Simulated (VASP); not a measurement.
# Si (P6_3/mmc) in VASP: notebook

The runs below take Si through single point, with LDA.

All numbers are computed with VASP 6.6.1; they aren't measurements. Logs are shortened: lines on timing, memory, paths and dates and some standing lists are left out, and cuts for length are marked.

### 1 The cell of the first run

It takes space group P6_3/mmc (No. 194, hexagonal). Conventional cell: a = 3.498 Å, b = 3.498 Å, c = 5.786 Å, α = 90.00°, β = 90.00°, γ = 120.00°. Si (site symmetry 3m) has 4 Si at 2.15 to 2.16 Å within 2.8 Å.

This isn't the form of Si at room conditions, which is diamond.

### 2 Single point, LDA (strain -0.080 along x and y, -0.080 along z)

The input, INCAR:

```
SYSTEM = Si
PREC = Accurate ; ENCUT = 520
EDIFF = 1E-6 ; ISMEAR = 0
SIGMA = 0.03 ; LREAL = .False.
LASPH = .True. ; NELM = 60
ALGO = Normal ; ISIF = 2
LWAVE = .False. ; LCHARG = .True.
LELF = .True. ; LVHAR = .True.
NBANDS = 16
```

The input, KPOINTS:

```
Automatic mesh
0
Gamma
  12 12 6
  0 0 0
```

The input, POSCAR:

```
Si
1.0
    3.4978174985      0.0000000000      0.0000000000
   -1.7489087493      3.0291988115      0.0000000000
    0.0000000000      0.0000000000      5.7859904205
Si
4
Direct
    0.3333333333      0.6666666667      0.0630332891
    0.6666666667      0.3333333333      0.5630332891
    0.3333333333      0.6666666667      0.4369667109
    0.6666666667      0.3333333333      0.9369667109
```

Potentials or basis: VASP PAW LDA potentials, release 64 (Si).

On the command line:

```
$ cat potpaw_LDA.64/Si/POTCAR > POTCAR
$ mpirun -np 1 vasp_std > vasp.out
```

OUTCAR:

```text
SYSTEM = Si
   PREC = Accurate
   ENCUT = 520
   EDIFF = 1E-6
   ISMEAR = 0
   LREAL = .False.
   LASPH = .True.
   NELM = 60
   ISIF = 2

 ion  position               nearest neighbor table
   1  0.333  0.667  0.063-   4 2.15   4 2.15   4 2.15   3 2.16
   2  0.667  0.333  0.563-   3 2.15   3 2.15   3 2.15   4 2.16
   3  0.333  0.667  0.437-   2 2.15   2 2.15   2 2.15   1 2.16
   4  0.667  0.333  0.937-   1 2.15   1 2.15   1 2.15   2 2.16

  LATTYP: Found a hexagonal cell.
 ALAT       =     3.4978174985
 C/A-ratio  =     1.6541716150

  Lattice vectors:

 A1 = (   3.4978174985,   0.0000000000,   0.0000000000)
 A2 = (  -1.7489087493,   3.0291988115,   0.0000000000)
 A3 = (   0.0000000000,   0.0000000000,   5.7859904205)

Analysis of symmetry for initial positions (statically):
=====================================================================
 Subroutine PRICEL returns:
 Original cell was already a primitive cell.

 Routine SETGRP: Setting up the symmetry group for a
 hexagonal supercell.

 Subroutine GETGRP returns: Found 24 space group operations
 (whereof 12 operations were pure point group operations)
 out of a pool of 24 trial point group operations.

The static configuration has the point symmetry D_3d.
 The point group associated with its full space group is D_6h.

Analysis of symmetry for dynamics (positions and initial velocities):
=====================================================================
 Subroutine PRICEL returns:
 Original cell was already a primitive cell.

 Routine SETGRP: Setting up the symmetry group for a
 hexagonal supercell.

 Subroutine GETGRP returns: Found 24 space group operations
 (whereof 12 operations were pure point group operations)
 out of a pool of 24 trial point group operations.

The dynamic configuration has the point symmetry D_3d.
 The point group associated with its full space group is D_6h.

 Subroutine INISYM returns: Found 24 space group operations
 (whereof 12 operations are pure point group operations),
 and found     1 'primitive' translations

----------------------------------------------------------------------------------------

                                     Primitive cell

  volume of cell :      61.3060

  direct lattice vectors                    reciprocal lattice vectors
     3.497817498  0.000000000  0.000000000     0.285892560  0.165060147  0.000000000
    -1.748908749  3.029198812  0.000000000     0.000000000  0.330120293  0.000000000
[... 93 lines left out ...]
   IBRION =     -1    ionic relax: 0-MD 1-quasi-New 2-CG
   NFREE  =      0    steps in history (QN), initial steepest desc. (CG)
   ISIF   =      2    stress and relaxation
   ISYM   =      2    0-nonsym 1-usesym 2-fastsym
   POTIM  = 0.5000    time-step for ionic-motion
   TEBEG  =    0.0;   TEEND  =   0.0 temperature during run
   PSTRESS=    0.0 pullay stress
   NELECT =      16.0000    total number of electrons
   NUPDOWN=      -1.0000    fix difference up-down
   EMIN   =  10.00;   EMAX   =-10.00  energy-range for DOS
   EFERMI =   0.00;   METHOD = LEGACY
   ISMEAR =     0;   SIGMA  =   0.03  broadening in eV -4-tet -1-fermi 0-gaus
   EFERMI_NEDOS =   21; number of points for ismear=-14 and -15
   IALGO  =     38    algorithm
   IMIX   =      4    mixing-type and parameters
     AMIX     =   0.40;   BMIX     =  1.00
     AMIX_MAG =   1.60;   BMIX_MAG =  1.00
  volume/ion in A,a.u.               =      15.33       103.43
  Fermi-wavevector in a.u.,A,eV,Ry     =   1.046198  1.977028 14.891992  1.094531
  Thomas-Fermi vector in A             =   2.181026
   LORBIT       =      0    0 simple, 1 ext, 2 COOP (PROOUT), +10 PAW based schemes
   GGA     = CA    functional components
   LHFCALC =     F    Hartree Fock is set to
   AEXX    =    0.0000 exact exchange contribution
   IVDW    =     0    specifies the selected vdW correction
   LEPSILON=     F    determine dielectric tensor
   LRPA    =     F    only Hartree local field effects (RPA)
 non-spin polarized calculation
 Gauss-broadening in eV      SIGMA  =   0.03
  energy-cutoff  :      520.00
  volume of cell :       61.31
 maximum number of plane-waves:      1679
 NGX is ok and might be reduce to    28
   NGX = 13   NGY = 13   NGZ = 21

 number of electron      16.0000000 magnetization

 Free energy of the ion-electron system (eV)
  ---------------------------------------------------
  ext. energy  EPLUGINS =         0.00000000
  ---------------------------------------------------
  free energy    TOTEN  =       -22.01301350 eV

  energy without entropy =      -22.01278319  energy(sigma->0) =      -22.01289834

 E-fermi :   8.9635     XC(G=0): -10.6464

 val. band max:        8.9601533319   @ k =   0.4167  -0.0000   0.0000
 cond. band min:       9.0294140577   @ k =   0.0000   0.0000   0.1667
 fundamental gap:      0.0692607258
 Fermi energy:         8.9635285860

 k-point     1 :       0.0000    0.0000    0.0000
  band No.  band energies     occupation
      1      -5.1761      2.00000
      2      -2.1258      2.00000
      3       0.3409      2.00000
      4       7.2902      2.00000
      5       7.2902      2.00000
      6       8.7134      2.00000
[... 433 lines left out ...]
      3       1.2493      2.00000
      4       3.0722      2.00000
      5       3.9247      2.00000
      6       5.7204      2.00000
[... 8 lines left out ...]
     15      16.5377      0.00000
     16      17.2502      0.00000

 [... further k-points ...]

------------------------ aborting loop because EDIFF is reached ----------------------------------------

  FORCE on cell =-STRESS in cart. coord.  units (eV):
  Direction    XX          YY          ZZ          XY          YZ          ZX
  --------------------------------------------------------------------------------------
  -------------------------------------------------------------------------------------
  Total       15.3721234     15.3721234     15.5033061     -0.0000000      0.0000000      0.0000000
  in kB      401.7369800    401.7369800    405.1653256     -0.0000000      0.0000000      0.0000000
  external PRESSURE =     402.8797619 kB  Pullay stress =       0.0000000 kB

 VOLUME and BASIS-vectors are now :
 -----------------------------------------------------------------------------
  energy-cutoff  :      520.00
  volume of cell :       61.31
      direct lattice vectors                 reciprocal lattice vectors
     3.497817498  0.000000000  0.000000000     0.285892560  0.165060147  0.000000000
    -1.748908749  3.029198812  0.000000000     0.000000000  0.330120293  0.000000000
     0.000000000  0.000000000  5.785990421     0.000000000  0.000000000  0.172831257

 POSITION                                       TOTAL-FORCE (eV/Angst)
 -----------------------------------------------------------------------------------
     -0.00000      2.01947      0.36471        -0.000000      0.000000      0.185215
      1.74891      1.00973      3.25771         0.000000     -0.000000      0.185215
     -0.00000      2.01947      2.52829        -0.000000      0.000000     -0.185215
      1.74891      1.00973      5.42128         0.000000     -0.000000     -0.185215
 -----------------------------------------------------------------------------------
    total drift:                               -0.000000      0.000000     -0.000000

  FREE ENERGIE OF THE ION-ELECTRON SYSTEM (eV)
  ---------------------------------------------------
  free  energy   TOTEN  =       -22.0130135021 eV

  energy  without entropy=      -22.0127831864  energy(sigma->0) =      -22.01289834
```

OSZICAR:

```text
N       E                     dE             d eps       ncg     rms          rms(c)
DAV:   1     0.277524318012E+02    0.27752E+02   -0.63314E+03  2432   0.848E+02
DAV:   2    -0.211674745957E+02   -0.48920E+02   -0.44591E+02  3400   0.133E+02
DAV:   3    -0.229667967625E+02   -0.17993E+01   -0.17869E+01  3280   0.235E+01
DAV:   4    -0.229851867037E+02   -0.18390E-01   -0.18387E-01  2992   0.300E+00
DAV:   5    -0.229854377020E+02   -0.25100E-03   -0.25098E-03  3408   0.333E-01    0.993E+00
DAV:   6    -0.222799762116E+02    0.70546E+00   -0.31145E-01  2640   0.281E+00    0.609E+00
DAV:   7    -0.220168123983E+02    0.26316E+00   -0.52066E-01  2880   0.367E+00    0.751E-01
DAV:   8    -0.220135518818E+02    0.32605E-02   -0.51828E-02  2680   0.124E+00    0.166E-01
DAV:   9    -0.220130080337E+02    0.54385E-03   -0.17832E-03  3328   0.236E-01    0.101E-01
DAV:  10    -0.220130229748E+02   -0.14941E-04   -0.12897E-04  2896   0.684E-02    0.407E-02
DAV:  11    -0.220130134132E+02    0.95617E-05   -0.18529E-05  2960   0.231E-02    0.813E-03
DAV:  12    -0.220130135021E+02   -0.88946E-07   -0.11644E-06  2136   0.635E-03
   1 F= -.22013014E+02 E0= -.22012898E+02  d E =-.230316E-03
```

stdout:

```text
POSCAR found type information on POSCAR Si
 POSCAR found :  1 types and       4 ions
 scaLAPACK will be used
 LDA part: xc-table for (Slater(with rela. corr.)+CA(PZ))
 , standard interpolation
 POSCAR, INCAR and KPOINTS ok, starting setup
 FFT: planning ... GRIDC
 FFT: planning ... GRID_SOFT
 FFT: planning ... GRID
 WAVECAR not read
 entering main loop
```

It took 35 s on 1 thread of AMD EPYC 9R45 (Zen 5), shared host; peak memory 0.15 GiB.

Results:

```yaml
Free_energy: -22.0130 eV
Pressure: 40.3 GPa
Largest_force: 0.185 eV/Å
Band_gap_on_the_k_mesh: zero (bands 8 and 9 overlap by 0.48 eV)
```

Forces in eV/Å, atoms in the order of the input:
```
Si   0.000  0.000  0.185
Si   0.000  0.000  0.185
Si   0.000  0.000 -0.185
Si   0.000  0.000 -0.185
```

Stress tensor (GPa, compression positive):
```
40.17  0.00  0.00
 0.00 40.17  0.00
 0.00  0.00 40.52
```

Caveat: the cell differs from its parent crystal (strain -0.080 along x and y, -0.080 along z); the cell stands under pressure; semilocal functionals underestimate gaps, and a narrow one can read as zero.

### 3 Single point, LDA (strain -0.080 along x and y, -0.040 along z)

The input, INCAR:

```
SYSTEM = Si
  PREC = Accurate
  ENCUT = 520
  EDIFF = 1E-6
  ISMEAR = 0
  SIGMA = 0.03
  LREAL = .False.
  LASPH = .True.
  NELM = 80
  ALGO = Normal
  ISIF = 2
  LWAVE = .False.
  LCHARG = .True.
  GGA = CA
  LELF = .True.
  LVHAR = .True.
  NBANDS = 16
```

The input, KPOINTS:

```
regular mesh
0
Gamma
  12 12 6
  0 0 0
```

Changes to POSCAR since step 2:

```diff
@@ -4,3 +4,3 @@
    -1.7489087493      3.0291988115      0.0000000000
-    0.0000000000      0.0000000000      5.7859904205
+    0.0000000000      0.0000000000      6.0375552214
 Si
```

Potentials or basis: VASP PAW LDA potentials, release 64 (Si).

On the command line:

```
$ cat potpaw_LDA.64/Si/POTCAR > POTCAR
$ mpirun -np 1 vasp_std > vasp.out
```

It took 37 s on 1 thread of AMD EPYC 9R45 (Zen 5), shared host; peak memory 0.15 GiB.

It converged, with:

```yaml
Free_energy: -22.5149 eV
Pressure: 31.1 GPa
Largest_force: 1.084 eV/Å
Band_gap_on_the_k_mesh: zero (bands 8 and 9 overlap by 0.30 eV)
```

Forces on the atoms (eV/Å):
```
Si   0.000  0.000  1.084
Si   0.000  0.000  1.084
Si   0.000  0.000 -1.084
Si   0.000  0.000 -1.084
```

Stress tensor (GPa, compression positive):
```
36.30  0.00  0.00
 0.00 36.30  0.00
 0.00  0.00 20.81
```

Levels at points of the mesh, in eV from the Fermi level:
| k point | band 6 | band 7 | band 8 | band 9 | band 10 | band 11 |
| --- | --- | --- | --- | --- | --- | --- |
| (0.00, 0.00, 0.00) | -0.57 | 0.14 | 0.14 | 1.71 | 2.14 | 2.14 |
| (0.50, 0.00, 0.00) | -3.83 | -3.50 | -1.72 | 0.04 | 2.43 | 2.57 |
| (0.00, 0.00, 0.50) | -0.85 | -0.85 | -0.85 | 2.74 | 2.74 | 3.09 |
| (0.50, 0.00, 0.50) | -3.02 | -2.81 | -2.81 | 0.77 | 0.77 | 1.00 |

Caveat: the cell differs from its parent crystal (strain -0.080 along x and y, -0.040 along z); the stress differs along the axes, from 21 to 36 GPa; semilocal functionals underestimate gaps, and a narrow one can read as zero; forces of over 1 eV/Å act on the atoms, so gaps and moduli don't describe the material at rest.

The gap in the log of VASP goes by the Fermi energy; the results here count the filled bands.